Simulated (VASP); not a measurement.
A run of VASP 6.6.1 is set up as follows.

INCAR

```
SYSTEM = AlCu3
ALGO = Fast
EDIFF = 1E-6
ENCUT = 520
GGA = PS
ISIF = 2
ISMEAR = 0
LASPH = .TRUE.
LCHARG = .FALSE.
LREAL = .FALSE.
LWAVE = .FALSE.
NBANDS = 26
NELM = 100
PREC = Accurate
SIGMA = 0.1
```

KPOINTS

```
k-points
0
G
  16 16 16
  0 0 0
```

File POSCAR:

```
AlCu3
1.0
    0.0000000000      2.8834704673      2.8834704673
    2.8834704673      0.0000000000      2.8834704673
    2.8834704673      2.8834704673      0.0000000000
Al Cu
1 3
Direct
    0.0000000000      0.0000000000      0.0000000000
    0.5000000000      0.5000000000      0.5000000000
    0.2500000000      0.2500000000      0.2500000000
    0.7500000000      0.7500000000      0.7500000000
```

Potentials or basis: VASP PAW PBE potentials, release 64 (Al, Cu).

Launch:

```console
$ cat potpaw_PBE.64/Al/POTCAR potpaw_PBE.64/Cu/POTCAR > POTCAR
$ mpirun -np 1 vasp_std > vasp.out
```

Question: What does it give for the pressure?

Answer: 0.6 GPa.

Question: What does it give for the band gap on the k mesh?

Answer: Zero (band 18 reaches 12.35 eV, above the bottom of band 19 at 6.48 eV).

Caveat: the PAW data sets were made with another functional, which shifts forces and pressure a little.
